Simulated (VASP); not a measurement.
# CaO (Lime): single point with r2SCAN

The system is CaO (Lime).

```
Ca O
1.0
     0.00000    2.39755    2.39755
     2.39755    0.00000    2.39755
     2.39755    2.39755    0.00000
Ca O
1 1
Cartesian
  0.0000 0.0000 0.0000
  2.3975 2.3975 2.3975
```

```
Program                : VASP 6.6.1
Task                   : single point
Functional             : r2SCAN
Potentials or basis    : VASP PAW PBE potentials, release 64 (Ca_sv, O)
Cutoff                 : 520 eV
k mesh                 : 10 × 10 × 10
Occupations            : gaussian, width 0.01 eV
Spin                   : no spin polarisation
Dipole correction      : no
Further INCAR settings : ALGO = Normal; EDIFF = 1e-07; NBANDS = 15
```

- Pressure: 1.1 GPa
- Band gap on the k mesh: 4.19 eV, indirect (least direct gap 4.56 eV)

Levels at points of the mesh, in eV from the valence-band top:
```csv
k point,band 5,band 6,band 7,band 8,band 9,band 10,band 11,band 12
"(0.00, 0.00, 0.00)",-16.49,0.00,0.00,0.00,5.49,6.87,6.87,6.87
"(0.50, 0.00, 0.00)",-15.18,-2.62,-1.21,-1.21,7.73,9.09,9.09,9.27
"(0.50, 0.50, 0.00)",-16.27,-1.29,-0.37,-0.37,4.19,8.82,9.67,10.28
```

Wall time 2.1 min on 1 thread of AMD EPYC 9R45 (Zen 5) (shared host), peak memory 0.14 GiB.

Caveat: the PAW data sets were made with another functional, which shifts forces and pressure a little. r2SCAN opens gaps a little over a GGA but as a rule still falls short of measured ones.
